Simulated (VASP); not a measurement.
# SnO2: single point with LDA

The system is SnO2.

```xyz
3
Lattice="1.6384 0.9459 4.8638 -1.6384 0.9459 4.8638 0.0000 -1.8918 4.8638" Properties=species:S:1:pos:R:3 pbc="T T T"
Sn    0.0000    0.0000    7.2956
O     0.0000    0.0000   11.1307
O     0.0000    0.0000    3.4606
```

```json
{
 "Program": "VASP 6.6.1",
 "Task": "single point",
 "Functional": "LDA",
 "Potentials or basis": "VASP PAW LDA potentials, release 64 (Sn_d, O)",
 "Cutoff": "520 eV",
 "k mesh": "8 × 8 × 8",
 "Occupations": "fermi-dirac, width 0.05 eV",
 "Spin": "no spin polarisation"
}
```

| Quantity | Value |
| --- | --- |
| Pressure | -12.9 GPa |
| Largest force | 0.978 eV/Å |
| Band gap on the k mesh | 1.53 eV (least direct gap 1.63 eV) |

Forces on the atoms (eV/Å):
```
Sn   0.000  0.000  0.000
O    0.000  0.000  0.978
O    0.000  0.000 -0.978
```

Stress tensor (GPa, compression positive):
```
-14.56   0.00   0.00
  0.00 -14.56   0.00
  0.00   0.00  -9.65
```

Levels at points of the mesh, in eV from the valence-band top:
```tsv
k point	band 11	band 12	band 13	band 14	band 15	band 16
(0.00, 0.00, 0.00)	-0.91	-0.91	-0.10	1.53	5.30	10.39
(0.50, 0.00, 0.00)	-1.42	-0.62	-0.55	4.77	7.24	9.48
(0.50, 0.50, 0.00)	-1.11	-0.49	-0.03	4.51	6.47	10.09
(0.50, 0.50, 0.50)	-1.22	-0.86	-0.86	2.77	5.23	10.55
```

Run time: 110 s on 1 thread of Intel(R) Xeon(R) Platinum 8488C (Sapphire Rapids) (shared host), peak memory 0.22 GiB.

Caveat: the cell stands under tension; spin-orbit coupling is left out, which moves the levels of the heavy elements. A k mesh can miss the band edges.
